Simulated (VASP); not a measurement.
# KZnF3 in VASP: notebook

KZnF3 is run at these levels: r2SCAN, PBE; tasks: single point.

All numbers are computed with VASP 6.6.1; they aren't measurements. Logs are shortened: lines on timing, memory, paths and dates and some standing lists are left out, and cuts for length are marked.

### Step 1. The cell of the first run

It takes space group Pm-3m (No. 221, cubic). Conventional cell: a = 4.050 Å, b = 4.050 Å, c = 4.050 Å, α = 90.00°, β = 90.00°, γ = 90.00°. Zn (site symmetry m-3m) has 6 F at 2.02 Å within 2.7 Å. Within 3.8 Å of K (site symmetry m-3m) lie 12 F at 2.86 Å and 8 Zn at 3.51 Å. Within 2.7 Å of F (site symmetry 4/mmm) lie 2 Zn at 2.02 Å.

### Step 2. Single point, r2SCAN

File POSCAR:

```
KZnF3
1.0
    4.0500000000      0.0000000000      0.0000000000
    0.0000000000      4.0500000000      0.0000000000
    0.0000000000      0.0000000000      4.0500000000
Zn K F
1 1 3
Direct
    0.5000000000      0.5000000000      0.5000000000
    0.0000000000      0.0000000000      0.0000000000
    0.5000000000      0.0000000000      0.5000000000
    0.0000000000      0.5000000000      0.5000000000
    0.5000000000      0.5000000000      0.0000000000
```

File INCAR.step1:

```
SYSTEM = KZnF3
ALGO     = Normal         ! electronic algorithm
EDIFF    = 1E-4           ! SCF threshold, eV
ENCUT    = 520            ! plane-wave cutoff, eV
GGA      = PE             ! functional
ISMEAR   = -1             ! smearing method
LASPH    = .True.         ! aspherical terms in the spheres
LCHARG   = .False.        ! write CHGCAR
LREAL    = .False.        ! projectors in reciprocal space
LWAVE    = .True.         ! write WAVECAR
NBANDS   = 29             ! bands
NELM     = 100            ! most SCF steps
PREC     = Accurate       ! precision mode
SIGMA    = 0.05           ! smearing width, eV
```

File INCAR.step2:

```
SYSTEM = KZnF3
ALGO     = Normal         ! electronic algorithm
EDIFF    = 1E-6           ! SCF threshold, eV
ENCUT    = 520            ! plane-wave cutoff, eV
ISIF     = 2              ! what is computed and relaxed
ISMEAR   = -1             ! smearing method
ISTART   = 1            
LASPH    = .True.         ! aspherical terms in the spheres
LCHARG   = .True.         ! write CHGCAR
LELF     = .True.         ! ELF
LMIXTAU  = .True.       
LREAL    = .False.        ! projectors in reciprocal space
LVHAR    = .True.       
LWAVE    = .False.        ! write WAVECAR
METAGGA  = R2SCAN         ! meta-GGA
NBANDS   = 29             ! bands
NELM     = 100            ! most SCF steps
PREC     = Accurate       ! precision mode
SIGMA    = 0.05           ! smearing width, eV
```

File KPOINTS:

```
k-points
0
Gamma
  7 7 7
  0 0 0
```

Potentials or basis: VASP PAW PBE potentials, release 64 (Zn, K_sv, F).

On the command line:

```
cat potpaw_PBE.64/Zn/POTCAR potpaw_PBE.64/K_sv/POTCAR potpaw_PBE.64/F/POTCAR > POTCAR
cp INCAR.step1 INCAR
mpirun -np 1 vasp_std > vasp.out
cp INCAR.step2 INCAR
mpirun -np 1 vasp_std > vasp.out
```

OUTCAR:

```text
SYSTEM = KZnF3
   EDIFF = 1E-6
   ENCUT = 520
   ISIF = 2
   ISMEAR = -1
   ISTART = 1
   LASPH = .True.
   LREAL = .False.
   METAGGA = R2SCAN
   NELM = 100
   PREC = Accurate

 ion  position               nearest neighbor table
   1  0.500  0.500  0.500-   3 2.02   4 2.02   5 2.02   5 2.02   3 2.02   4 2.02
   2  0.000  0.000  0.000-
   3  0.500  0.000  0.500-   1 2.02   1 2.02
   4  0.000  0.500  0.500-   1 2.02   1 2.02
   5  0.500  0.500  0.000-   1 2.02   1 2.02

  LATTYP: Found a simple cubic cell.
 ALAT       =     4.0500000000

  Lattice vectors:

 A1 = (   4.0500000000,   0.0000000000,   0.0000000000)
 A2 = (   0.0000000000,   4.0500000000,   0.0000000000)
 A3 = (   0.0000000000,   0.0000000000,   4.0500000000)

Analysis of symmetry for initial positions (statically):
=====================================================================
 Subroutine PRICEL returns:
 Original cell was already a primitive cell.

 Routine SETGRP: Setting up the symmetry group for a
 simple cubic supercell.

 Subroutine GETGRP returns: Found 48 space group operations
 (whereof 48 operations were pure point group operations)
 out of a pool of 48 trial point group operations.

The static configuration has the point symmetry O_h .

Analysis of symmetry for dynamics (positions and initial velocities):
=====================================================================
 Subroutine PRICEL returns:
 Original cell was already a primitive cell.

 Routine SETGRP: Setting up the symmetry group for a
 simple cubic supercell.

 Subroutine GETGRP returns: Found 48 space group operations
 (whereof 48 operations were pure point group operations)
 out of a pool of 48 trial point group operations.

The dynamic configuration has the point symmetry O_h .

 Subroutine INISYM returns: Found 48 space group operations
 (whereof 48 operations are pure point group operations),
 and found     1 'primitive' translations

----------------------------------------------------------------------------------------

                                     Primitive cell

  volume of cell :      66.4301

  direct lattice vectors                    reciprocal lattice vectors
     4.050000000  0.000000000  0.000000000     0.246913580  0.000000000  0.000000000
     0.000000000  4.050000000  0.000000000     0.000000000  0.246913580  0.000000000
     0.000000000  0.000000000  4.050000000     0.000000000  0.000000000  0.246913580

  length of vectors
     4.050000000  4.050000000  4.050000000     0.246913580  0.246913580  0.246913580

  position of ions in fractional coordinates (direct lattice)
     0.500000000  0.500000000  0.500000000
     0.000000000  0.000000000  0.000000000
     0.500000000  0.000000000  0.500000000
     0.000000000  0.500000000  0.500000000
     0.500000000  0.500000000  0.000000000

  ion indices of the primitive-cell ions
   primitive index   ion index
                 1           1
                 2           2
                 3           3
                 4           4
                 5           5

----------------------------------------------------------------------------------------

 KPOINTS: k-points

Automatic generation of k-mesh.
 Grid dimensions read from file:
 generate k-points for:    7    7    7

 Generating k-lattice:

  Cartesian coordinates                     Fractional coordinates (reciprocal lattice)
     0.035273369  0.000000000  0.000000000     0.142857143  0.000000000  0.000000000
     0.000000000  0.035273369  0.000000000     0.000000000  0.142857143  0.000000000
     0.000000000  0.000000000  0.035273369     0.000000000  0.000000000  0.142857143

  Length of vectors
     0.035273369  0.035273369  0.035273369

  Shift w.r.t. Gamma in fractional coordinates (k-lattice)
     0.000000000  0.000000000  0.000000000

 Subroutine IBZKPT returns following result:
 ===========================================

 Found     20 irreducible k-points:

 Following reciprocal coordinates:
            Coordinates               Weight
  0.000000  0.000000  0.000000      1.000000
  0.142857  0.000000  0.000000      6.000000
  0.285714  0.000000  0.000000      6.000000
  0.428571  0.000000  0.000000      6.000000
  0.142857  0.142857  0.000000     12.000000
  0.285714  0.142857  0.000000     24.000000
[... 12 lines left out ...]
  0.428571  0.428571  0.285714     24.000000
  0.428571  0.428571  0.428571      8.000000
   k-points           NKPTS =     20   k-points in BZ     NKDIM =     20   number of bands    NBANDS=     29
   number of dos      NEDOS =    301   number of ions     NIONS =      5
   total plane-waves  NPLWV =  27000
   dimension x,y,z NGX =    30 NGY =   30 NGZ =   30
   dimension x,y,z NGXF=    60 NGYF=   60 NGZF=   60
   ions per type =               1   1   3
   NGX,Y,Z   is equivalent  to a cutoff of  12.31, 12.31, 12.31 a.u.
   NGXF,Y,Z  is equivalent  to a cutoff of  24.63, 24.63, 24.63 a.u.
 SYSTEM =  KZnF3
   PREC   = accura    normal or accurate (medium, high low for compatibility)
   ISTART =      1    job   : 0-new  1-cont  2-samecut
   ICHARG =      0    charge: 1-file 2-atom 10-const
   ISPIN  =      1    spin polarized calculation?
   LNONCOLLINEAR =      F non collinear calculations
   LSORBIT =      F    spin-orbit coupling
   LASPH  =      T    aspherical Exc in radial PAW
   ENCUT  =  520.0 eV  38.22 Ry    6.18 a.u.   7.53  7.53  7.53*2*pi/ulx,y,z
   NELM   =    100;   NELMIN=  2; NELMDL=  0     # of ELM steps
   EDIFF  = 0.1E-05   stopping-criterion for ELM
   LREAL  =      F    real-space projection
   EDIFFG = 0.1E-04   stopping-criterion for IOM
   NSW    =      0    number of steps for IOM
   IBRION =     -1    ionic relax: 0-MD 1-quasi-New 2-CG
   NFREE  =      0    steps in history (QN), initial steepest desc. (CG)
   ISIF   =      2    stress and relaxation
   ISYM   =      2    0-nonsym 1-usesym 2-fastsym
   POTIM  = 0.5000    time-step for ionic-motion
   TEBEG  =    0.0;   TEEND  =   0.0 temperature during run
   PSTRESS=    0.0 pullay stress
   NELECT =      42.0000    total number of electrons
   NUPDOWN=      -1.0000    fix difference up-down
   EMIN   =  10.00;   EMAX   =-10.00  energy-range for DOS
   EFERMI =   0.00;   METHOD = LEGACY
   ISMEAR =    -1;   SIGMA  =   0.05  broadening in eV -4-tet -1-fermi 0-gaus
   EFERMI_NEDOS =   21; number of points for ismear=-14 and -15
   IALGO  =     38    algorithm
   IMIX   =      4    mixing-type and parameters
     AMIX     =   0.40;   BMIX     =  1.00
     AMIX_MAG =   1.60;   BMIX_MAG =  1.00
  volume/ion in A,a.u.               =      13.29        89.66
  Fermi-wavevector in a.u.,A,eV,Ry     =   1.405086  2.655228 26.861528  1.974267
  Thomas-Fermi vector in A             =   2.527583
   LORBIT       =      0    0 simple, 1 ext, 2 COOP (PROOUT), +10 PAW based schemes
   METAGGA = R2SCAN    functional components
   LHFCALC =     F    Hartree Fock is set to
   AEXX    =    0.0000 exact exchange contribution
   IVDW    =     0    specifies the selected vdW correction
   LEPSILON=     F    determine dielectric tensor
   LRPA    =     F    only Hartree local field effects (RPA)
 non-spin polarized calculation
  energy-cutoff  :      520.00
  volume of cell :       66.43
 maximum number of plane-waves:      1806
 NGX is ok and might be reduce to    30
   NGX = 15   NGY = 15   NGZ = 15

 number of electron      41.9999978 magnetization

 Free energy of the ion-electron system (eV)
  ---------------------------------------------------
  ext. energy  EPLUGINS =         0.00000000
  ---------------------------------------------------
  free energy    TOTEN  =       -38.35636677 eV

  energy without entropy =      -38.35636677  energy(sigma->0) =      -38.35636677

 E-fermi :  -0.0928     XC(G=0): -10.4730

 val. band max:       -1.3495749422   @ k =   0.4286   0.4286   0.0000
 cond. band min:       3.3407262566   @ k =   0.0000   0.0000   0.0000
 fundamental gap:      4.6903011988
 Fermi energy:        -0.0927670681

 k-point     1 :       0.0000    0.0000    0.0000
  band No.  band energies     occupation
      1     -29.4185      2.00000
      2     -24.0836      2.00000
      3     -23.4864      2.00000
      4     -23.4864      2.00000
      5     -12.1395      2.00000
      6     -12.1395      2.00000
[... 21 lines left out ...]
     28      10.5520      0.00000
     29      13.9618      0.00000

 k-point     2 :       0.1429    0.0000    0.0000
  band No.  band energies     occupation
      1     -29.4143      2.00000
      2     -24.0602      2.00000
      3     -23.5081      2.00000
      4     -23.4857      2.00000
      5     -12.1393      2.00000
      6     -12.1312      2.00000
[... 21 lines left out ...]
     28      10.6096      0.00000
     29      13.7706      0.00000

 k-point     3 :       0.2857    0.0000    0.0000
  band No.  band energies     occupation
      1     -29.4048      2.00000
      2     -24.0016      2.00000
      3     -23.5626      2.00000
      4     -23.4827      2.00000
      5     -12.1388      2.00000
      6     -12.1125      2.00000
[... 21 lines left out ...]
     28      10.7481      0.00000
     29      13.3576      0.00000

 k-point     4 :       0.4286    0.0000    0.0000
  band No.  band energies     occupation
      1     -29.3972      2.00000
      2     -23.9420      2.00000
      3     -23.6190      2.00000
      4     -23.4806      2.00000
      5     -12.1383      2.00000
      6     -12.0974      2.00000
[... 469 lines left out ...]
     28      11.4926      0.00000
     29      12.5235      0.00000

 k-point    19 :       0.4286    0.4286    0.2857
  band No.  band energies     occupation
      1     -29.3751      2.00000
      2     -23.6981      2.00000
      3     -23.6273      2.00000
      4     -23.6083      2.00000
      5     -12.2542      2.00000
      6     -12.2502      2.00000
[... 21 lines left out ...]
     28      11.6332      0.00000
     29      12.7084      0.00000

 k-point    20 :       0.4286    0.4286    0.4286
  band No.  band energies     occupation
      1     -29.3714      2.00000
      2     -23.6567      2.00000
      3     -23.6227      2.00000
      4     -23.6227      2.00000
      5     -12.2825      2.00000
      6     -12.2825      2.00000
[... 21 lines left out ...]
     28      11.6848      0.00000
     29      13.0668      0.00000

------------------------ aborting loop because EDIFF is reached ----------------------------------------

  FORCE on cell =-STRESS in cart. coord.  units (eV):
  Direction    XX          YY          ZZ          XY          YZ          ZX
  --------------------------------------------------------------------------------------
  -------------------------------------------------------------------------------------
  Total        0.0137630      0.0137630      0.0137630     -0.0000000     -0.0000000      0.0000000
  in kB        0.3319395      0.3319395      0.3319395     -0.0000000     -0.0000000      0.0000000
  external PRESSURE =       0.3319395 kB  Pullay stress =       0.0000000 kB

 VOLUME and BASIS-vectors are now :
 -----------------------------------------------------------------------------
  energy-cutoff  :      520.00
  volume of cell :       66.43
      direct lattice vectors                 reciprocal lattice vectors
     4.050000000  0.000000000  0.000000000     0.246913580  0.000000000  0.000000000
     0.000000000  4.050000000  0.000000000     0.000000000  0.246913580  0.000000000
     0.000000000  0.000000000  4.050000000     0.000000000  0.000000000  0.246913580

 POSITION                                       TOTAL-FORCE (eV/Angst)
 -----------------------------------------------------------------------------------
      2.02500      2.02500      2.02500         0.000000      0.000000      0.000000
      0.00000      0.00000      0.00000         0.000000      0.000000      0.000000
      2.02500      0.00000      2.02500         0.000000      0.000000      0.000000
      0.00000      2.02500      2.02500         0.000000      0.000000      0.000000
      2.02500      2.02500      0.00000         0.000000      0.000000      0.000000
 -----------------------------------------------------------------------------------
    total drift:                                0.000000      0.000000     -0.000000

  FREE ENERGIE OF THE ION-ELECTRON SYSTEM (eV)
  ---------------------------------------------------
  free  energy   TOTEN  =       -38.3563667705 eV

  energy  without entropy=      -38.3563667705  energy(sigma->0) =      -38.35636677
```

It took 62 s on 1 thread of Intel Xeon 6975P-C (Granite Rapids), shared host; peak memory 0.19 GiB.

What came out:

```
Free energy            : -38.3564 eV
Pressure               : 0.0 GPa
Band gap on the k mesh : 4.69 eV, indirect (least direct gap 6.56 eV)
```

Caveat: the PAW data sets were made with another functional, which shifts forces and pressure a little.

### Step 3. Single point, PBE (atoms moved at random)

File INCAR:

```
SYSTEM = KZnF3
  ALGO = Normal
  EDIFF = 1E-6
  ENCUT = 520
  GGA = PE
  ISIF = 2
  ISMEAR = -1
  LASPH = .TRUE.
  LCHARG = .FALSE.
  LREAL = .FALSE.
  LWAVE = .FALSE.
  NBANDS = 29
  NELM = 80
  PREC = Accurate
  SIGMA = 0.05
```

File KPOINTS:

```
k-points
0
G
  7 7 7
  0 0 0
```

File POSCAR:

```
KZnF3
1.0
    4.0500000000      0.0000000000      0.0000000000
    0.0000000000      4.0500000000      0.0000000000
    0.0000000000      0.0000000000      4.0500000000
Zn K F
1 1 3
Direct
    0.4923310000      0.5043150000      0.5039860000
    0.0047510000      0.0091890000     -0.0018480000
    0.5085310000     -0.0050360000      0.5084090000
   -0.0024460000      0.5039090000      0.5001400000
    0.5013440000      0.5103650000      0.0034290000
```

Potentials or basis: VASP PAW PBE potentials, release 64 (Zn, K_sv, F).

On the command line:

```
cat potpaw_PBE.64/Zn/POTCAR potpaw_PBE.64/K_sv/POTCAR potpaw_PBE.64/F/POTCAR > POTCAR
mpirun -np 1 vasp_std > vasp.out
```

Run time: 4.5 min. Hardware: 1 thread of Intel Xeon Platinum 8375C at 2.90GHz (Ice Lake), shared host; peak memory 0.4 GiB.

It converged, with:

| Item | Value |
| --- | --- |
| Free energy | -20.2476 eV |
| Pressure | 5.1 GPa |
| Largest force | 0.510 eV/Å |
| Band gap on the k mesh | 3.90 eV, indirect (least direct gap 5.63 eV) |

Forces on the atoms (eV/Å):
```
Zn   0.205 -0.279 -0.045
K   -0.059 -0.039  0.048
F   -0.073  0.503 -0.040
F   -0.041 -0.073  0.009
F   -0.031 -0.112  0.027
```

Stress tensor (GPa, compression positive):
```
5.04 0.05 0.00
0.05 5.15 0.00
0.00 0.00 5.02
```

Levels at points of the mesh, in eV from the valence-band top:
| k point | band 19 | band 20 | band 21 | band 22 | band 23 | band 24 |
| --- | --- | --- | --- | --- | --- | --- |
| (0.00, 0.00, 0.00) | -1.74 | -1.73 | -1.73 | 3.90 | 8.81 | 8.81 |

Caveat: the cell differs from its parent crystal (atoms moved at random). A k mesh can miss the band edges.
